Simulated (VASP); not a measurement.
# Ge in VASP: further runs

Aim: see how the results for Ge move with the level of theory and the settings. Levels: PBE, PBEsol+D3(BJ). Tasks: single point.

Everything below comes from runs of VASP 6.6.1. Logs are shortened: lines on timing, memory, paths and dates and some standing lists are left out, and cuts for length are marked.

## 1. The cell of the first run

It takes space group Fd-3m (No. 227, cubic). Conventional cell: a = 5.769 Å, b = 5.769 Å, c = 5.769 Å, α = 90.00°, β = 90.00°, γ = 90.00°. Ge (site symmetry -43m) has 4 Ge at 2.50 Å within 3.3 Å.

## 2. Single point, PBE, non-collinear spin, zero start, spin-orbit coupling

Contents of INCAR:

```
SYSTEM = Ge
ALGO = Normal ; EDIFF = 1E-6
ENCUT = 520 ; GGA = PE
GGA_COMPAT = .FALSE. ; ISIF = 2
ISMEAR = -1 ; LASPH = .TRUE.
LCHARG = .FALSE. ; LNONCOLLINEAR = .TRUE.
LORBIT = 11 ; LORBMOM = .TRUE.
LREAL = .FALSE. ; LSORBIT = .TRUE.
LWAVE = .FALSE. ; MAGMOM = 0 0 0 0 0 0
NBANDS = 40 ; NELM = 150
PREC = Accurate ; SIGMA = 0.05
```

Contents of KPOINTS:

```
k-points
0
G
  8 8 8
  0 0 0
```

Contents of POSCAR:

```
Ge
1.0
    0.0000000000      2.8843929095      2.8843929095
    2.8843929095      0.0000000000      2.8843929095
    2.8843929095      2.8843929095      0.0000000000
Ge
2
Direct
    0.7500000000      0.7500000000      0.7500000000
    0.5000000000      0.5000000000      0.5000000000
```

Potentials or basis: VASP PAW PBE potentials, release 64 (Ge_d).

Started as:

```bash
$ cat potpaw_PBE.64/Ge_d/POTCAR > POTCAR
$ mpirun -np 1 vasp_ncl > vasp.out
```

OUTCAR:

```text
SYSTEM = Ge
   EDIFF = 1E-6
   ENCUT = 520
   GGA = PE
   ISIF = 2
   ISMEAR = -1
   LASPH = .TRUE.
   LNONCOLLINEAR = .TRUE.
   LORBIT = 11
   LREAL = .FALSE.
   LSORBIT = .TRUE.
   NELM = 150
   PREC = Accurate

 ion  position               nearest neighbor table
   1  0.750  0.750  0.750-   2 2.50   2 2.50   2 2.50   2 2.50
   2  0.500  0.500  0.500-   1 2.50   1 2.50   1 2.50   1 2.50

  LATTYP: Found a face centered cubic cell.
 ALAT       =     5.7687858190

  Lattice vectors:

 A1 = (   0.0000000000,   2.8843929095,   2.8843929095)
 A2 = (   2.8843929095,   0.0000000000,   2.8843929095)
 A3 = (   2.8843929095,   2.8843929095,   0.0000000000)

Analysis of symmetry for initial positions (statically):
=====================================================================
 Subroutine PRICEL returns:
 Original cell was already a primitive cell.

 Routine SETGRP: Setting up the symmetry group for a
 face centered cubic supercell.

 Subroutine GETGRP returns: Found 48 space group operations
 (whereof 24 operations were pure point group operations)
 out of a pool of 48 trial point group operations.

The static configuration has the point symmetry T_d .
 The point group associated with its full space group is O_h .

Analysis of symmetry for dynamics (positions and initial velocities):
=====================================================================
 Subroutine PRICEL returns:
 Original cell was already a primitive cell.

 Routine SETGRP: Setting up the symmetry group for a
 face centered cubic supercell.

 Subroutine GETGRP returns: Found 48 space group operations
 (whereof 24 operations were pure point group operations)
 out of a pool of 48 trial point group operations.

The dynamic configuration has the point symmetry T_d .
 The point group associated with its full space group is O_h .

Analysis of structural, dynamic, and magnetic symmetry:
=====================================================================
 Subroutine PRICEL returns:
 Original cell was already a primitive cell.

 Routine SETGRP: Setting up the symmetry group for a
 face centered cubic supercell.

 Subroutine GETGRP returns: Found 48 space group operations
 (whereof 24 operations were pure point group operations)
 out of a pool of 48 trial point group operations.

The overall configuration has the point symmetry T_d .
 The point group associated with its full space group is O_h .

 Subroutine INISYM returns: Found 48 space group operations
 (whereof 24 operations are pure point group operations),
 and found     1 'primitive' translations

----------------------------------------------------------------------------------------

                                     Primitive cell

  volume of cell :      47.9947
[... 1207 lines left out ...]

  FREE ENERGIE OF THE ION-ELECTRON SYSTEM (eV)
  ---------------------------------------------------
  free  energy   TOTEN  =        -9.0449091186 eV

  energy  without entropy=       -9.0439113906  energy(sigma->0) =       -9.04441025

 orbital moment (x)

 # of ion     p       d       tot
 ----------------------------------------
  1        -0.000  -0.000  -0.000
  2        -0.000  -0.000  -0.000
 ----------------------------------------
           -0.000  -0.000  -0.000

 orbital moment (y)

 # of ion     p       d       tot
 ----------------------------------------
  1         0.000   0.000   0.000
  2        -0.000   0.000   0.000
 ----------------------------------------
            0.000   0.000   0.000

 orbital moment (z)

 # of ion     p       d       tot
 ----------------------------------------
  1         0.000  -0.000  -0.000
  2         0.000   0.000   0.000
 ----------------------------------------
            0.000   0.000   0.000

 Spin-Orbit-Coupling matrix elements

 Ion:    1  E_soc:     -0.0184789
 l=   1
     0.0000000    -0.0021340    -0.0021340
    -0.0021340     0.0000000    -0.0021340
    -0.0021340    -0.0021340     0.0000000
 l=   2
     0.0000000    -0.0001883     0.0000000    -0.0001883    -0.0007576
    -0.0001883     0.0000000    -0.0005682    -0.0001883    -0.0001894
     0.0000000    -0.0005682     0.0000000    -0.0005682     0.0000000
    -0.0001883    -0.0001883    -0.0005682     0.0000000    -0.0001894
    -0.0007576    -0.0001894     0.0000000    -0.0001894     0.0000000
 l=   3
     0.0000000     0.0000000     0.0000000     0.0000000     0.0000000     0.0000000     0.0000000
     0.0000000     0.0000000     0.0000000     0.0000000     0.0000000     0.0000000     0.0000000
     0.0000000     0.0000000     0.0000000     0.0000000     0.0000000     0.0000000     0.0000000
     0.0000000     0.0000000     0.0000000     0.0000000     0.0000000     0.0000000     0.0000000
     0.0000000     0.0000000     0.0000000     0.0000000     0.0000000     0.0000000     0.0000000
     0.0000000     0.0000000     0.0000000     0.0000000     0.0000000     0.0000000     0.0000000
     0.0000000     0.0000000     0.0000000     0.0000000     0.0000000     0.0000000     0.0000000

 Ion:    2  E_soc:     -0.0184789
 l=   1
     0.0000000    -0.0021340    -0.0021340
    -0.0021340     0.0000000    -0.0021340
    -0.0021340    -0.0021340     0.0000000
 l=   2
     0.0000000    -0.0001883     0.0000000    -0.0001883    -0.0007576
    -0.0001883     0.0000000    -0.0005682    -0.0001883    -0.0001894
     0.0000000    -0.0005682     0.0000000    -0.0005682     0.0000000
    -0.0001883    -0.0001883    -0.0005682     0.0000000    -0.0001894
    -0.0007576    -0.0001894     0.0000000    -0.0001894     0.0000000
 l=   3
     0.0000000     0.0000000     0.0000000     0.0000000     0.0000000     0.0000000     0.0000000
     0.0000000     0.0000000     0.0000000     0.0000000     0.0000000     0.0000000     0.0000000
     0.0000000     0.0000000     0.0000000     0.0000000     0.0000000     0.0000000     0.0000000
     0.0000000     0.0000000     0.0000000     0.0000000     0.0000000     0.0000000     0.0000000
     0.0000000     0.0000000     0.0000000     0.0000000     0.0000000     0.0000000     0.0000000
     0.0000000     0.0000000     0.0000000     0.0000000     0.0000000     0.0000000     0.0000000
     0.0000000     0.0000000     0.0000000     0.0000000     0.0000000     0.0000000     0.0000000

 total charge

# of ion       s       p       d       tot
------------------------------------------
    1        1.136   1.206  10.015  12.357
    2        1.136   1.206  10.015  12.357
--------------------------------------------------
tot          2.272   2.412  20.030  24.713

 magnetization (x)

# of ion       s       p       d       tot
------------------------------------------
    1       -0.000   0.000  -0.000   0.000
    2       -0.000   0.000  -0.000   0.000
--------------------------------------------------
tot         -0.000   0.000  -0.000   0.000

 magnetization (y)

# of ion       s       p       d       tot
------------------------------------------
    1       -0.000   0.000  -0.000   0.000
    2       -0.000   0.000  -0.000   0.000
--------------------------------------------------
tot         -0.000   0.000  -0.000   0.000

 magnetization (z)

# of ion       s       p       d       tot
------------------------------------------
    1       -0.000  -0.000   0.000  -0.000
    2       -0.000  -0.000  -0.000  -0.000
--------------------------------------------------
tot         -0.000  -0.000   0.000  -0.000
```

stdout:

```text
POSCAR found type information on POSCAR Ge
 POSCAR found :  1 types and       2 ions
 scaLAPACK will be used
 LDA part: xc-table for (Slater+PW92), standard interpolation
 POSCAR, INCAR and KPOINTS ok, starting setup
 FFT: planning ... GRIDC
 FFT: planning ... GRID_SOFT
 FFT: planning ... GRID
 WAVECAR not read
 entering main loop
```

It took 88 s on 1 thread of Intel Xeon Platinum 8375C at 2.90GHz (Ice Lake), shared host; peak memory 0.3 GiB.

Results:

* Free energy: -9.0449 eV
* Pressure: -0.2 GPa
* Net moment: 0.00 μB per cell
* Valence electrons inside the program's atomic spheres: Ge 12.36

Moments on the atoms (μB; x, y, z):
```
Ge  0.00 0.00 0.00
Ge  0.00 0.00 0.00
```

## 3. Single point, PBEsol+D3(BJ) (atoms moved at random)

Contents of INCAR:

```
ALGO     = Normal         # electronic algorithm
EDIFF    = 1E-6           # SCF threshold, eV
ENCUT    = 520            # plane-wave cutoff, eV
GGA      = PS             # functional
ISIF     = 2              # what is computed and relaxed
ISMEAR   = 0              # smearing method
IVDW     = 12             # dispersion correction
LASPH    = True           # aspherical terms in the spheres
LCHARG   = False          # write CHGCAR
LREAL    = False          # projectors in reciprocal space
LWAVE    = False          # write WAVECAR
NBANDS   = 21             # bands
NELM     = 100            # most SCF steps
PREC     = Accurate       # precision mode
SIGMA    = 0.1            # smearing width, eV
```

Contents of KPOINTS:

```
k-points
0
Gamma
  8 8 8
```

Contents of POSCAR:

```
Ge
1.0
    0.0000000000      2.8289100000      2.8289100000
    2.8289100000      0.0000000000      2.8289100000
    2.8289100000      2.8289100000      0.0000000000
Ge
2
Direct
    0.7475720000      0.7528100000      0.7478460000
    0.4956110000      0.5029590000      0.5022330000
```

Potentials or basis: VASP PAW PBE potentials, release 64 (Ge_d).

Started as:

```bash
$ cat potpaw_PBE.64/Ge_d/POTCAR > POTCAR
$ mpirun -np 1 vasp_std > vasp.out
```

It took 5 min on 1 thread of Intel Xeon 8259CL, shared host; peak memory 0.32 GiB.

It converged, with:

```
Free energy                : -10.4084 eV
Pressure                   : -1.3 GPa
Largest force              : 0.160 eV/Å
Band gap on the k mesh     : 0.09 eV
Dispersion energy per atom : -0.274 eV
```

Forces on the atoms (eV/Å):
```
Ge   0.135  0.070 -0.051
Ge  -0.135 -0.070  0.051
```

Stress tensor (GPa, compression positive):
```
-1.27 -0.15  0.21
-0.15 -1.27  0.39
 0.21  0.39 -1.27
```

Levels at points of the mesh, in eV from the valence-band top:
| k point | band 12 | band 13 | band 14 | band 15 | band 16 | band 17 |
| --- | --- | --- | --- | --- | --- | --- |
| (0.00, 0.00, 0.00) | -0.05 | -0.01 | 0.00 | 0.09 | 2.48 | 2.55 |
| (0.50, 0.00, 0.00) | -7.65 | -1.44 | -1.36 | 0.14 | 3.67 | 3.79 |
| (0.00, 0.50, 0.00) | -7.62 | -1.45 | -1.36 | 0.13 | 3.65 | 3.78 |
| (0.00, 0.00, 0.50) | -7.55 | -1.43 | -1.39 | 0.09 | 3.67 | 3.72 |
| (0.50, 0.50, 0.50) | -7.66 | -1.44 | -1.36 | 0.15 | 3.67 | 3.78 |
| (0.50, 0.50, 0.00) | -8.88 | -3.09 | -3.07 | 0.66 | 0.69 | 9.49 |
| (0.00, 0.50, 0.50) | -8.85 | -3.10 | -3.06 | 0.64 | 0.71 | 9.47 |
| (0.50, 0.00, 0.50) | -8.87 | -3.09 | -3.07 | 0.65 | 0.69 | 9.48 |

Caveat: the cell differs from its parent crystal (atoms moved at random); semilocal functionals underestimate gaps, and a narrow one can read as zero; the PAW data sets were made with another functional, which shifts forces and pressure a little. A k mesh can miss the band edges.
